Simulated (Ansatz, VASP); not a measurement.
**SiMo3 in VASP and in Ansatz**

```
CELL_PARAMETERS angstrom
4.86159 0.00000 0.00000
0.00000 4.86159 0.00000
0.00000 0.00000 4.86159
ATOMIC_POSITIONS crystal
Si 0.00891 0.00891 0.00891
Si 0.50891 0.50891 0.50891
Mo 0.25000 0.00000 0.50000
Mo 0.50000 0.75000 0.00000
Mo 0.75000 0.00000 0.50000
Mo 0.50000 0.25000 0.00000
Mo 0.00000 0.50000 0.75000
Mo 0.00000 0.50000 0.25000
```

Change from the starting cell: all Si atoms moved +0.075 Å, as atom 1 along Cartesian [1 1 1].

Alike in both runs: task single point; functional PBEsol; k mesh 8 × 8 × 8; occupations gaussian, width 0.15 eV; no spin polarisation.

```csv
,VASP,Ansatz
version,VASP 6.6.1,Ansatz 0.2.0
potentials or method,"VASP PAW PBE potentials, release 64 (Si, Mo_sv), cutoff 520 eV","scalar-relativistic, plane waves, PAW"
valence electrons in the cell,92,92
```

|  | VASP | Ansatz | Ansatz less VASP |
| --- | --- | --- | --- |
| gap on the k mesh at the Fermi level (eV) | none | none | - |
| pressure (GPa) | 0.9 | 0.3 | -0.60 |
| traceless stress, the component that is largest in VASP (GPa) | 0.07 | 0.07 | 0.000 |
| rms of the force components (eV/Å) | 0.241 | 0.239 | -0.0017 |

VASP's potentials were made for PBE, not for PBEsol. Atom by atom the forces differ by 0.002 eV/Å (rms over components). A gap of «none» marks a metal or a gap that the smearing closes. With one functional, cell and mesh, what is left measures potentials, basis and numerics.
